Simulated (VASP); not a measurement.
Here is a VASP 6.6.1 calculation.

The input INCAR:

```
ALGO = Normal
EDIFF = 1E-7
EDIFFG = -0.01
ENCUT = 600
GGA = RP
IBRION = 2
ISIF = 3
ISMEAR = -1
LASPH = T
LCHARG = F
LREAL = F
LWAVE = F
NELM = 80
NSW = 60
PREC = Accurate
SIGMA = 0.05
```

Contents of KPOINTS:

```
k-points
0
Gamma
  7 7 7
```

Contents of POSCAR:

```
CuO
1.0
    4.1609370000      0.0000000000      0.0000000000
    0.0000000000      4.1609370000      0.0000000000
    0.0000000000      0.0000000000      3.8876430000
Cu O
3 3
Direct
    0.5000000000      0.0000000000      0.5000000000
    0.0000000000      0.5000000000      0.5000000000
    0.0000000000      0.0000000000      0.0000000000
    0.0000000000      0.0000000000      0.5000000000
    0.5000000000      0.0000000000      0.0000000000
    0.0000000000      0.5000000000      0.0000000000
```

Potentials or basis: VASP PAW PBE potentials, release 64 (Cu, O).

Launch:

```console
$ cat potpaw_PBE.64/Cu/POTCAR potpaw_PBE.64/O/POTCAR > POTCAR
$ mpirun -np 1 vasp_std > vasp.out
```

Task: Estimate the band gap on the k mesh.

Result: Zero (an odd number of electrons rules out a gap without spin polarisation).

Task: What does it give for the relaxed volume?

Result: 12.04 Å³/atom.

Task: What does it give for the relaxed cell?

Result: a = 4.311 Å, b = 4.311 Å, c = 3.887 Å, α = 90.00°, β = 90.00°, γ = 90.00°.

Task: Estimate the space group after relaxing (to 0.1 Å).

Result: P4/mmm (No. 123).

Step by step:
```tsv
step	energy change (eV)	largest force (eV/Å)	pressure (GPa)	volume (Å³)
1	0.0000	0.0000	7.16	67.31
2	-0.0546	0.0000	-2.74	72.31
3	-0.0710	0.0000	0.20	70.60
4	-0.0810	0.0000	0.17	71.00
5	-0.0912	0.0000	0.32	71.83
6	-0.0915	0.0000	0.40	72.00
7	-0.0914	0.0000	-0.43	72.51
8	-0.0918	0.0000	0.01	72.24
```

Caveat: the PAW data sets were made with another functional, which shifts forces and pressure a little; an odd number of electrons without spin polarisation forces a metal; a magnetic or distorted state may lie lower; semilocal functionals often make such compounds metallic where correlation or magnetic order opens a gap, which also shifts bond lengths. With open d or f shells a metallic result of RPBE can be an artefact of self-interaction; +U or a hybrid may open a gap.
